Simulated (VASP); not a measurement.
Wanted: the native input for a VASP 6.6.1 run.

* Task: single point
* Functional: PBE
* Dispersion: D3(BJ)
* Potentials or basis: VASP PAW PBE potentials, release 64 (O_h, C_h)
* Cutoff: 1000 eV
* k mesh: 1 × 1 × 1
* Occupations: fermi-dirac, width 0.02 eV
* Spin: no spin polarisation
* Dipole correction: no
* Further INCAR settings: ALGO = Normal; EDIFF = 1e-06; NBANDS = 42

The structure of CO lies in POSCAR:

```
CO
1.0
    7.6766930000      0.0000000000      0.0000000000
    0.0000000000      7.6766930000      0.0000000000
    0.0000000000      0.0000000000      7.6766930000
O C
6 6
Direct
    0.5134803467      0.3250932246      0.3391648041
    0.3721615733      0.9083024609      0.3955656846
    0.9505080485      0.6459184382      0.3467539486
    0.2883112734      0.3937975366      0.7542555949
    0.6729802923      0.4155568702      0.9424509635
    0.1738742688      0.8341830001      0.9293816812
    0.4062940146      0.4204848276      0.3026884364
    0.4607130506      0.8526574128      0.2908978665
    0.8925759863      0.7760560593      0.3869491597
    0.2014091256      0.2768614785      0.7270257162
    0.7996120798      0.4891643648      0.9222377752
    0.1226637401      0.7934603264      0.7965075692
```

One way to write it, as run:

INCAR

```
  PREC = Accurate
  ENCUT = 1000
  EDIFF = 1E-6
  ISMEAR = -1
  SIGMA = 0.02
  LREAL = False
  LASPH = True
  NELM = 120
  ALGO = Normal
  ISIF = 2
  LWAVE = False
  LCHARG = True
  GGA = PE
  IVDW = 12
  LELF = True
  LVHAR = True
  NBANDS = 42
  GGA_COMPAT = False
```

KPOINTS

```
Automatic mesh
0
Gamma
  1 1 1
```

Potentials or basis: VASP PAW PBE potentials, release 64 (O_h, C_h).

Launch:

```bash
$ cat potpaw_PBE.64/O_h/POTCAR potpaw_PBE.64/C_h/POTCAR > POTCAR
$ mpirun -np 1 vasp_gam > vasp.out
```

It gave:

* Pressure: -0.2 GPa
* Largest force: 0.246 eV/Å
* Dispersion energy per atom: -0.033 eV

Caveat: the k points lie up to 0.82 Å⁻¹ apart, too coarse for converged energies, forces and pressures.

Wall time 93 s on 1 thread of Intel(R) Xeon(R) Platinum 8259CL CPU @ 2.50GHz (Skylake/Cascade Lake) (shared host), peak memory 0.9 GiB.
